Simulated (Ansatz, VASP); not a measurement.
# Na in VASP and in Ansatz

The input POSCAR:

```
Na
1.0
    3.7490779570      0.0000000000      0.0000000000
   -1.8745389785      3.2467967515      0.0000000000
    0.0000000000      0.0000000000     12.7023052170
Na
4
Direct
    0.6666666667      0.3333333333      0.7500000000
    0.0000000000      0.0000000000      0.5000000000
    0.3333333333      0.6666666667      0.2500000000
    0.0000000000      0.0000000000      0.0000000000
```

Contents of INCAR.step1:

```
  PREC = Accurate
  ENCUT = 520
  ISMEAR = -1
  SIGMA = 0.05
  LREAL = F
  LASPH = T
  NELM = 80
  NBANDS = 22
  GGA = PE
  ALGO = Normal
  EDIFF = 1E-4
  LWAVE = T
  LCHARG = F
```

The input INCAR.step2:

```
  PREC = Accurate
  ENCUT = 520
  EDIFF = 1E-6
  ISMEAR = -1
  SIGMA = 0.05
  LREAL = F
  LASPH = T
  NELM = 80
  ALGO = Normal
  ISIF = 2
  LWAVE = F
  LCHARG = F
  METAGGA = R2SCAN
  LMIXTAU = T
  NBANDS = 22
  ISTART = 1
```

File KPOINTS:

```
Automatic mesh
0
Gamma
  8 8 3
```

input.yaml

```yaml
crystal:
  lattice:
    - [3.749077957, 0.0, 0.0]
    - [-1.8745389785, 3.2467967515, 0.0]
    - [0.0, 0.0, 12.702305217]
  atoms:
    - { symbol: Na, position: [0.6666666667, 0.3333333333, 0.75] }
    - { symbol: Na, position: [0.0, 0.0, 0.5] }
    - { symbol: Na, position: [0.3333333333, 0.6666666667, 0.25] }
    - { symbol: Na, position: [0.0, 0.0, 0.0] }
hamiltonian:
  xc: r2scan
  pseudopotentials: { kind: paw }
kpoints:
  mp_grid: { grid: [8, 8, 3] }
scf:
  occupations: { method: fermi_dirac, width: 0.05 }
output:
  forces: true
  stress: true
  eigenvalues: true
  write_density: true
  write_potential: true
  elf: true
  volumetric_format: npy
```

Alike in both runs: task single point; functional r2SCAN; k mesh 8 × 8 × 3; occupations fermi-dirac, width 0.05 eV; no spin polarisation.

```csv
,VASP,Ansatz
version,VASP 6.6.1,Ansatz 0.2.0
potentials or method,"VASP PAW PBE potentials, release 64 (Na_pv)",Ansatz PAW
plane-wave cutoff (eV),520,500
valence electrons in the cell,28,36
```

```tsv
	VASP	Ansatz	Ansatz less VASP
gap on the k mesh at the Fermi level (eV)	none	none	-
pressure (GPa)	-0.1	-0.2	-0.01
traceless stress, the component that is largest in VASP (GPa)	-0.67	-0.65	+0.019
```

VASP's potentials were made for PBE, not for r2SCAN. A gap of «none» marks a metal or a gap that the smearing closes. With one functional, cell and mesh, what is left measures potentials, basis and numerics. VASP's potentials hold 28 valence electrons a cell and Ansatz's 36, so a difference there can come from the potentials and not from the codes.
